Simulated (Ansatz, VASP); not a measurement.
Two plane-wave programs on Se

Contents of INCAR:

```
SYSTEM = Se
ALGO = Normal
EDIFF = 1E-6
ENCUT = 520
GGA = PE
ISIF = 2
ISMEAR = -1
LASPH = .TRUE.
LCHARG = .TRUE.
LELF = .TRUE.
LREAL = .FALSE.
LVHAR = .TRUE.
LWAVE = .FALSE.
NBANDS = 9
NELM = 100
PREC = Accurate
SIGMA = 0.1
```

KPOINTS

```
k-points
0
G
  20 20 20
  0 0 0
```

POSCAR

```
Se
1.0
    0.0000000000      2.2266514208      2.2266514208
    2.2266514208      0.0000000000      2.2266514208
    2.2266514208      2.2266514208      0.0000000000
Se
1
Direct
    0.0000000000      0.0000000000      0.0000000000
```

Input for Ansatz:

```yaml
crystal:
  lattice:
    - [0.0, 2.2266514208, 2.2266514208]
    - [2.2266514208, 0.0, 2.2266514208]
    - [2.2266514208, 2.2266514208, 0.0]
  atoms:
    - { symbol: Se, position: [0.0, 0.0, 0.0] }
hamiltonian:
  xc: pbe
  pseudopotentials:
    kind: paw
    azcp:
      Se: "pseudopotentials/Se.paw.azcp"
basis:
  ecutwfc: 420
  fft_grid_basis: typed
kpoints:
  mp_grid: { grid: [20, 20, 20], shift: [0, 0, 0] }
magnetization:
  spin_polarized: false
scf:
  occupations: { method: fermi_dirac, width: 0.1 }
output:
  stress: true
```

Alike in both runs: task single point; functional PBE; k mesh 20 × 20 × 20; occupations fermi-dirac, width 0.1 eV; no spin polarisation.

|  | VASP | Ansatz |
| --- | --- | --- |
| version | VASP 6.6.1 | Ansatz 0.2.0 |
| potentials or method | VASP PAW PBE potentials, release 64 (Se), cutoff 520 eV | plane waves (420 eV) with PAW, scalar-relativistic |
| valence electrons in the cell | 6 | 16 |

|  | VASP | Ansatz | Ansatz less VASP |
| --- | --- | --- | --- |
| pressure (GPa) | -4.5 | -4.5 | +0.03 |

VASP's potentials hold 6 valence electrons a cell and Ansatz's 16, so a difference there can come from the potentials and not from the codes.
